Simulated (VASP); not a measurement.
Runs of VASP 6.6.1 on Sr. The structure is that of space group Fm-3m (No. 225), or close to it. The cells are those of the table. 

```csv
cell,k mesh,smearing,gap on the mesh (eV),pressure (GPa)
"a = 4.183 Å, angles 90.0, 60.0, 120.0°, 1 atom",9 × 9 × 10,gaussian 0.1 eV,none,0.0
"a = 4.225 Å, angles 60.0°, 1 atom",12 × 12 × 12,gaussian 0.1 eV,none,-0.3
"a = 4.318 Å, angles 60.0°, 1 atom",12 × 12 × 12,gaussian 0.1 eV,none,-1.0
"a = 4.141 Å, angles 60.0°, 1 atom",12 × 12 × 12,gaussian 0.1 eV,(a),0.4
"a = 4.183 Å, angles 60.0°, 1 atom",12 × 12 × 12,gaussian 0.1 eV,none,0.0
"a = 4.054 Å, angles 60.0°, 1 atom",12 × 12 × 12,gaussian 0.1 eV,-,(b)
"a = 4.412 Å, angles 60.0°, 1 atom",10 × 10 × 10,gaussian 0.05 eV,none,-1.5
"a = 4.265 Å, angles 60.0°, 1 atom",12 × 12 × 12,gaussian 0.1 eV,none,-0.6
```

Alike in all rows: task single point; level PBEsol; potentials or basis VASP PAW PBE potentials, release 64 (Sr_sv); no spin polarisation; cutoff (eV) 520.

Q: Estimate the missing entries.

A: (a) 0.02; (b) 1.5.

Caveats: the PAW data sets were made with another functional, which shifts forces and pressure a little.

A k mesh can miss the band edges, and the runs leave out spin-orbit coupling on Sr.

A gap of «none» marks levels without a gap at the run's occupations.
